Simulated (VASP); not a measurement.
Set up this calculation in VASP 6.6.1, as the native input.

```yaml
Task: single point
Functional: PBE
Potentials_or_basis: VASP PAW PBE potentials, release 64 (Na_pv, H)
Cutoff: 520 eV
k_mesh: 8 × 8 × 8
Occupations: gaussian, width 0.05 eV
Spin: no spin polarisation
Dipole_correction: no
Further_INCAR_settings: ALGO = Normal; EDIFF = 1e-06; NBANDS = 11
```

The structure of NaH lies in POSCAR:

```
NaH
1.0
    0.0000000000      2.3790000000      2.3790000000
    2.3790000000      0.0000000000      2.3790000000
    2.3790000000      2.3790000000      0.0000000000
Na H
1 1
Direct
    0.0000000000      0.0000000000      0.0000000000
    0.5000000000      0.5000000000      0.5000000000
```

This cell differs from its parent crystal: strain -0.025 along x and y, -0.025 along z.

These files were run (other wordings do the same):

INCAR

```
SYSTEM = NaH
PREC = Accurate
ENCUT = 520
EDIFF = 1E-6
ISMEAR = 0
SIGMA = 0.05
LREAL = .FALSE.
LASPH = .TRUE.
NELM = 100
ALGO = Normal
ISIF = 2
LWAVE = .FALSE.
LCHARG = .FALSE.
GGA = PE
NBANDS = 11
```

KPOINTS

```
regular mesh
0
G
  8 8 8
  0 0 0
```

Potentials or basis: VASP PAW PBE potentials, release 64 (Na_pv, H).

The run is started by

```sh
$ cat potpaw_PBE.64/Na_pv/POTCAR potpaw_PBE.64/H/POTCAR > POTCAR
$ mpirun -np 1 vasp_std > vasp.out
```

Results of the run:

```
Pressure               : 1.1 GPa
Band gap on the k mesh : 3.84 eV, indirect (least direct gap 4.72 eV)
```

Caveat: the cell differs from its parent crystal (strain -0.025 along x and y, -0.025 along z).

It took 4.2 s on 1 thread of Intel Xeon 6975P-C (shared host), peak memory 0.15 GiB.
